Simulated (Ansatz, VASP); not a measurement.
# SnO in VASP and in Ansatz

```
CELL_PARAMETERS angstrom
3.34824 0.00000 0.00000
0.00000 5.72364 0.00000
0.00000 0.00000 3.90708
ATOMIC_POSITIONS crystal
Sn 0.00000 0.23449 0.52734
Sn 0.50000 0.76551 0.02734
O 0.00000 0.88340 0.72266
O 0.50000 0.11660 0.22266
```

Alike in both runs: task single point; functional PBE; dispersion D3(BJ); k mesh 8 × 6 × 8; occupations gaussian, width 0.05 eV; no spin polarisation.

|  | VASP | Ansatz |
| --- | --- | --- |
| version | VASP 6.6.1 | Ansatz 0.2.0 |
| potentials or method | VASP PAW PBE potentials, release 64 (Sn_d, O), cutoff 520 eV | scalar-relativistic, plane waves, PAW |
| valence electrons in the cell | 40 | 40 |

```csv
,VASP,Ansatz,Ansatz less VASP
gap on the k mesh at the Fermi level (eV),1.31,1.32,+0.013
least direct gap on the mesh (eV),1.91,1.92,+0.014
pressure (GPa),0.2,0.0,-0.25
"traceless stress, the component that is largest in VASP (GPa)",-0.06,0.03,+0.088
rms of the force components (eV/Å),0.037,0.003,-0.0348
```

Atom by atom the forces differ by 0.038 eV/Å (rms over components).
